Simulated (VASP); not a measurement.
# Zn8O9 (a cell with a defect) in VASP: single point with PBEsol

Aim: the single point of Zn8O9 (a cell with a defect) with PBEsol.

All numbers are computed with VASP 6.6.1; they aren't measurements. Logs are shortened: lines on timing, memory, paths and dates and some standing lists are left out, and cuts for length are marked.

### 1 The cell of the first run

The cell holds a defect, 17 atoms: a = 6.438 Å, b = 5.575 Å, c = 5.149 Å, α = 90.00°, β = 90.00°, γ = 90.00°.

### 2 Single point, PBEsol, collinear spin

INCAR

```
  PREC = Accurate
  ENCUT = 520
  EDIFF = 1E-7
  ISMEAR = -1
  SIGMA = 0.05
  LREAL = Auto
  LASPH = True
  NELM = 150
  ALGO = Normal
  ISIF = 2
  LWAVE = False
  LCHARG = False
  ISPIN = 2
  MAGMOM = 0 0 0 0 0 0 0 0 0 0 0 0 0 0 0 0 1
  LORBIT = 11
  GGA = PS
  NBANDS = 93
```

KPOINTS

```
regular mesh
0
Gamma
  2 2 2
```

POSCAR

```
Zn8O9
1.0
   -3.2190000000     -5.5754720000      0.0000000000
    4.8285000000     -2.7877360000      0.0000000000
    0.0000000000      0.0000000000      5.1489000000
Zn O
8 9
Direct
    0.5040995539      0.3283178773      0.0099554316
    0.5065324427      0.6563886428      0.4858798375
    0.2502357078      0.8325301141      0.0020751340
    0.2502038668      0.1331298287      0.5267595264
   -0.0036599722      0.3283240221      0.0099602517
   -0.0060153016      0.6563928793      0.4858992467
    0.7502395559      0.8079519758     -0.0036719155
    0.7502153329      0.1819535606      0.4973856214
    0.4804367956      0.3141236559      0.4056570212
    0.4843436524      0.6656861710      0.8618527078
    0.2502543281      0.8168687391      0.3769766733
    0.2502277453      0.1707821851      0.9045782389
    0.0199895326      0.3141378536      0.4055908177
    0.0161288430      0.6656529138      0.8618700688
    0.7502577288      0.8523671578      0.3917969838
    0.7502495583      0.1294393121      0.8728527149
    0.7501821300      0.4879733109      0.1466119398
```

Potentials or basis: VASP PAW PBE potentials, release 64 (Zn, O).

On the command line:

```console
> cat potpaw_PBE.64/Zn/POTCAR potpaw_PBE.64/O/POTCAR > POTCAR
> mpirun -np 1 vasp_std > vasp.out
```

OUTCAR:

```text
PREC = Accurate
   ENCUT = 520
   EDIFF = 1E-7
   ISMEAR = -1
   LREAL = Auto
   LASPH = True
   NELM = 150
   ISIF = 2
   ISPIN = 2
   LORBIT = 11
   GGA = PS

 ion  position               nearest neighbor table
   1  0.504  0.328  0.010-  12 1.93  17 1.95  10 2.03   9 2.04  16 2.06
   2  0.507  0.656  0.486-  10 1.94  11 1.96   9 1.96  15 1.97
   3  0.250  0.833  0.002-  10 1.91  14 1.91  11 1.93  12 1.95   4 2.97
   4  0.250  0.133  0.527-   9 1.90  13 1.90  11 1.92  12 1.96   3 2.97
   5  0.996  0.328  0.010-  12 1.93  17 1.95  14 2.03  13 2.04  16 2.06
   6  0.994  0.656  0.486-  14 1.94  11 1.96  13 1.96  15 1.97
   7  0.750  0.808  0.996-  16 1.90  17 1.94  10 2.01  14 2.01  15 2.05
   8  0.750  0.182  0.497-  15 1.92   9 1.94  13 1.95  16 1.96  17 2.48
   9  0.480  0.314  0.406-   4 1.90   8 1.94   2 1.96   1 2.04
  10  0.484  0.666  0.862-   3 1.91   2 1.94   7 2.01   1 2.03
  11  0.250  0.817  0.377-   4 1.92   3 1.93   6 1.96   2 1.96
  12  0.250  0.171  0.905-   1 1.93   5 1.93   3 1.95   4 1.96
  13  0.020  0.314  0.406-   4 1.90   8 1.95   6 1.96   5 2.04
  14  0.016  0.666  0.862-   3 1.91   6 1.94   7 2.01   5 2.03
  15  0.750  0.852  0.392-   8 1.92   2 1.97   6 1.97   7 2.05
  16  0.750  0.129  0.873-   7 1.90   8 1.96   5 2.06   1 2.06
  17  0.750  0.488  0.147-   7 1.94   1 1.95   5 1.95   8 2.48

  LATTYP: Found a simple orthorhombic cell.
 ALAT       =     5.1489000000
 B/A-ratio  =     1.0828471445
 C/A-ratio  =     1.2503642312

  Lattice vectors:

 A1 = (   0.0000000000,   0.0000000000,  -5.1489000000)
 A2 = (   4.8285000000,  -2.7877360000,   0.0000000000)
 A3 = (  -3.2190000000,  -5.5754720000,   0.0000000000)

Analysis of symmetry for initial positions (statically):
=====================================================================
 Subroutine PRICEL returns:
 Original cell was already a primitive cell.

 Routine SETGRP: Setting up the symmetry group for a
 simple orthorhombic supercell.

 Subroutine GETGRP returns: Found  1 space group operations
 (whereof  1 operations were pure point group operations)
 out of a pool of  8 trial point group operations.

The static configuration has the point symmetry C_1 .

Analysis of symmetry for dynamics (positions and initial velocities):
=====================================================================
 Subroutine PRICEL returns:
 Original cell was already a primitive cell.

 Routine SETGRP: Setting up the symmetry group for a
 simple orthorhombic supercell.

 Subroutine GETGRP returns: Found  1 space group operations
 (whereof  1 operations were pure point group operations)
 out of a pool of  8 trial point group operations.

The dynamic configuration has the point symmetry C_1 .

Analysis of structural, dynamic, and magnetic symmetry:
=====================================================================
 Subroutine PRICEL returns:
 Original cell was already a primitive cell.

 Routine SETGRP: Setting up the symmetry group for a
 simple orthorhombic supercell.

 Subroutine GETGRP returns: Found  1 space group operations
 (whereof  1 operations were pure point group operations)
 out of a pool of  8 trial point group operations.

The overall configuration has the point symmetry C_1 .

 Subroutine INISYM returns: Found  1 space group operations
 (whereof  1 operations are pure point group operations),
 and found     1 'primitive' translations

----------------------------------------------------------------------------------------

                                     Primitive cell

  volume of cell :     184.8192

  direct lattice vectors                    reciprocal lattice vectors
    -3.219000000 -5.575472000  0.000000000    -0.077663871 -0.134517759  0.000000000
     4.828500000 -2.787736000  0.000000000     0.155327742 -0.089678506  0.000000000
     0.000000000  0.000000000  5.148900000     0.000000000  0.000000000  0.194216240

  length of vectors
     6.438000390  5.575471662  5.148900000     0.155327732  0.179357023  0.194216240

  position of ions in fractional coordinates (direct lattice)
     0.504099554  0.328317877  0.009955432
     0.506532443  0.656388643  0.485879838
     0.250235708  0.832530114  0.002075134
     0.250203867  0.133129829  0.526759526
     0.996340028  0.328324022  0.009960252
     0.993984698  0.656392879  0.485899247
[... 9 lines left out ...]
     0.750249558  0.129439312  0.872852715
     0.750182130  0.487973311  0.146611940

  ion indices of the primitive-cell ions
   primitive index   ion index
                 1           1
                 2           2
                 3           3
                 4           4
                 5           5
                 6           6
[... 9 lines left out ...]
                16          16
                17          17

----------------------------------------------------------------------------------------

 KPOINTS: regular mesh

Automatic generation of k-mesh.
 Grid dimensions read from file:
 generate k-points for:    2    2    2

 Generating k-lattice:

  Cartesian coordinates                     Fractional coordinates (reciprocal lattice)
    -0.038831935 -0.067258880  0.000000000     0.500000000  0.000000000  0.000000000
     0.077663871 -0.044839253  0.000000000     0.000000000  0.500000000  0.000000000
     0.000000000  0.000000000  0.097108120     0.000000000  0.000000000  0.500000000

  Length of vectors
     0.077663866  0.089678512  0.097108120

  Shift w.r.t. Gamma in fractional coordinates (k-lattice)
     0.000000000  0.000000000  0.000000000

 Subroutine IBZKPT returns following result:
 ===========================================

 Found      8 irreducible k-points:

 Following reciprocal coordinates:
            Coordinates               Weight
  0.000000  0.000000  0.000000      1.000000
  0.500000  0.000000  0.000000      1.000000
  0.000000  0.500000  0.000000      1.000000
  0.500000  0.500000  0.000000      1.000000
  0.000000  0.000000  0.500000      1.000000
  0.500000  0.000000  0.500000      1.000000
  0.000000  0.500000  0.500000      1.000000
  0.500000  0.500000  0.500000      1.000000
   k-points           NKPTS =      8   k-points in BZ     NKDIM =      8   number of bands    NBANDS=     93
   number of dos      NEDOS =    301   number of ions     NIONS =     17
   total plane-waves  NPLWV =  80640
   dimension x,y,z NGX =    48 NGY =   42 NGZ =   40
   dimension x,y,z NGXF=    96 NGYF=   84 NGZF=   80
   ions per type =               8   9
   NGX,Y,Z   is equivalent  to a cutoff of  12.39, 12.52, 12.92 a.u.
   NGXF,Y,Z  is equivalent  to a cutoff of  24.79, 25.05, 25.83 a.u.
 SYSTEM =  unknown system
   PREC   = accura    normal or accurate (medium, high low for compatibility)
   ISTART =      0    job   : 0-new  1-cont  2-samecut
   ICHARG =      2    charge: 1-file 2-atom 10-const
   ISPIN  =      2    spin polarized calculation?
   LNONCOLLINEAR =      F non collinear calculations
   LSORBIT =      F    spin-orbit coupling
   LASPH  =      T    aspherical Exc in radial PAW
   ENCUT  =  520.0 eV  38.22 Ry    6.18 a.u.  11.97 10.37  9.57*2*pi/ulx,y,z
   NELM   =    150;   NELMIN=  2; NELMDL= -5     # of ELM steps
   EDIFF  = 0.1E-06   stopping-criterion for ELM
   LREAL  =      T    real-space projection
   EDIFFG = 0.1E-05   stopping-criterion for IOM
   NSW    =      0    number of steps for IOM
   IBRION =     -1    ionic relax: 0-MD 1-quasi-New 2-CG
   NFREE  =      0    steps in history (QN), initial steepest desc. (CG)
   ISIF   =      2    stress and relaxation
   ISYM   =      2    0-nonsym 1-usesym 2-fastsym
   POTIM  = 0.5000    time-step for ionic-motion
   TEBEG  =    0.0;   TEEND  =   0.0 temperature during run
   PSTRESS=    0.0 pullay stress
   NELECT =     150.0000    total number of electrons
   NUPDOWN=      -1.0000    fix difference up-down
   EMIN   =  10.00;   EMAX   =-10.00  energy-range for DOS
   EFERMI =   0.00;   METHOD = LEGACY
   ISMEAR =    -1;   SIGMA  =   0.05  broadening in eV -4-tet -1-fermi 0-gaus
   EFERMI_NEDOS =   21; number of points for ismear=-14 and -15
   IALGO  =     38    algorithm
   IMIX   =      4    mixing-type and parameters
     AMIX     =   0.40;   BMIX     =  1.00
     AMIX_MAG =   1.60;   BMIX_MAG =  1.00
  volume/ion in A,a.u.               =      10.87        73.37
  Fermi-wavevector in a.u.,A,eV,Ry     =   1.527060  2.885726 31.727611  2.331914
  Thomas-Fermi vector in A             =   2.635008
   LORBIT       =     11    0 simple, 1 ext, 2 COOP (PROOUT), +10 PAW based schemes
   GGA     = PS    functional components
   LHFCALC =     F    Hartree Fock is set to
   AEXX    =    0.0000 exact exchange contribution
   IVDW    =     0    specifies the selected vdW correction
   LEPSILON=     F    determine dielectric tensor
   LRPA    =     F    only Hartree local field effects (RPA)
 spin polarized calculation
  energy-cutoff  :      520.00
  volume of cell :      184.82
 maximum number of plane-waves:      5004
 NGX is ok and might be reduce to    48
   NGX = 23   NGY = 21   NGZ = 19

 number of electron     149.9999983 magnetization       1.9478379

 Free energy of the ion-electron system (eV)
  ---------------------------------------------------
  ext. energy  EPLUGINS =         0.00000000
  ---------------------------------------------------
  free energy    TOTEN  =       -79.81769645 eV

  energy without entropy =      -79.78042376  energy(sigma->0) =      -79.79906010

 E-fermi :   1.7195     XC(G=0): -11.6182

 val. band max:        1.6976338337   @ k =   0.5000   0.0000   0.5000
 cond. band min:       1.7443301784   @ k =   0.5000   0.5000   0.0000
 fundamental gap:      0.0466963447
 Fermi energy:         1.7194882408

 spin component 1

 k-point     1 :       0.0000    0.0000    0.0000
  band No.  band energies     occupation
      1     -17.4808      1.00000
      2     -16.3590      1.00000
      3     -16.0744      1.00000
      4     -15.9754      1.00000
      5     -15.9708      1.00000
      6     -15.8473      1.00000
[... 709 lines left out ...]
     86       9.9244      0.00000
     87      10.3247      0.00000
 Fermi energy:         1.7194882408

 spin component 2

 k-point     1 :       0.0000    0.0000    0.0000
  band No.  band energies     occupation
      1     -17.0113      1.00000
      2     -16.1478      1.00000
      3     -15.9708      1.00000
      4     -15.7647      1.00000
      5     -15.7625      1.00000
      6     -15.5714      1.00000
[... 709 lines left out ...]
     86       9.9525      0.00000
     87      10.3767      0.00000
 [bands above 87 left out]

------------------------ aborting loop because EDIFF is reached ----------------------------------------

  FORCE on cell =-STRESS in cart. coord.  units (eV):
  Direction    XX          YY          ZZ          XY          YZ          ZX
  --------------------------------------------------------------------------------------
  -------------------------------------------------------------------------------------
  Total        9.6751748      9.6443872     10.0404499     -0.0265459     -0.0105073      0.0179081
  in kB       83.8730302     83.6061359     87.0395604     -0.2301234     -0.0910864      0.1552435
  external PRESSURE =      84.8395755 kB  Pullay stress =       0.0000000 kB

 VOLUME and BASIS-vectors are now :
 -----------------------------------------------------------------------------
  energy-cutoff  :      520.00
  volume of cell :      184.82
      direct lattice vectors                 reciprocal lattice vectors
    -3.219000000 -5.575472000  0.000000000    -0.077663871 -0.134517759  0.000000000
     4.828500000 -2.787736000  0.000000000     0.155327742 -0.089678506  0.000000000
     0.000000000  0.000000000  5.148900000     0.000000000  0.000000000  0.194216240

 POSITION                                       TOTAL-FORCE (eV/Angst)
 -----------------------------------------------------------------------------------
     -0.03741     -3.72586      0.05126        -0.014361      0.040177     -0.015739
      1.53884     -4.65400      2.50175        -0.009882     -0.010446     -0.021973
      3.21436     -3.71606      0.01068         0.013082     -0.006265      0.008266
     -0.16259     -1.76614      2.71223        -0.013280      0.008453      0.002296
     -1.62191     -6.47035      0.05128        -0.040456     -0.006519     -0.015441
     -0.03024     -7.37178      2.50185         0.004725      0.014267     -0.022094
[... 9 lines left out ...]
     -1.79006     -4.54384      4.49423         0.030863     -0.016673      0.027803
     -0.05866     -5.54296      0.75489         0.001253     -0.003476      0.088545
 -----------------------------------------------------------------------------------
    total drift:                               -0.009205      0.000602     -0.003948

  FREE ENERGIE OF THE ION-ELECTRON SYSTEM (eV)
  ---------------------------------------------------
  free  energy   TOTEN  =       -79.8176964518 eV

  energy  without entropy=      -79.7804237557  energy(sigma->0) =      -79.79906010

 total charge

# of ion       s       p       d       tot
------------------------------------------
    1        0.464   0.516   9.880  10.860
    2        0.467   0.521   9.908  10.896
    3        0.490   0.570   9.916  10.976
    4        0.495   0.574   9.917  10.986
    5        0.464   0.516   9.880  10.860
    6        0.467   0.521   9.908  10.896
[... 9 lines left out ...]
   16        1.557   3.412   0.000   4.969
   17        1.598   3.332   0.000   4.930
--------------------------------------------------
tot         17.825  35.163  79.192 132.181

 magnetization (x)

# of ion       s       p       d       tot
------------------------------------------
    1       -0.008  -0.008   0.070   0.055
    2       -0.003  -0.001   0.016   0.012
    3       -0.003   0.001   0.025   0.022
    4       -0.003   0.010   0.028   0.035
    5       -0.008  -0.008   0.070   0.055
    6       -0.003  -0.001   0.016   0.012
[... 9 lines left out ...]
   16        0.003   0.169   0.000   0.172
   17        0.007   0.593   0.000   0.600
--------------------------------------------------
tot         -0.017   1.449   0.351   1.782
```

Run time: 17 min. Hardware: 1 thread of Intel Xeon 8259CL, shared host; peak memory 0.43 GiB.

Results:

| Quantity | Value |
| --- | --- |
| Free energy | -79.8177 eV |
| Pressure | 8.5 GPa |
| Largest force | 0.089 eV/Å |
| Net moment | 1.95 μB per cell |
| Site moments | Zn +0.06, +0.01, +0.02, +0.04, +0.07, +0.03 (each value once); O +0.11, +0.14, +0.03, +0.06, +0.12, +0.17, +0.60 (each value once) μB |
| Valence electrons inside the program's atomic spheres | Zn 10.86, 10.90, 10.98, 10.99, 10.91, 10.94 (each value once); O 5.00, 4.99, 5.01, 4.98, 4.97, 4.93 (each value once) |

Forces on the atoms (eV/Å):
```
Zn  -0.014  0.040 -0.016
Zn  -0.010 -0.010 -0.022
Zn   0.013 -0.006  0.008
Zn  -0.013  0.008  0.002
Zn  -0.040 -0.007 -0.015
Zn   0.005  0.014 -0.022
Zn   0.034 -0.019 -0.004
Zn   0.017 -0.010 -0.004
O    0.023  0.009 -0.032
O   -0.015 -0.004  0.004
O   -0.008  0.004  0.018
O    0.001  0.001  0.004
O    0.003 -0.027 -0.030
O   -0.005  0.013  0.004
O   -0.022  0.014 -0.011
O    0.031 -0.017  0.028
O    0.001 -0.003  0.089
```

Caveat: the k points lie up to 0.61 Å⁻¹ apart; the PAW data sets were made with another functional, which shifts forces and pressure a little.
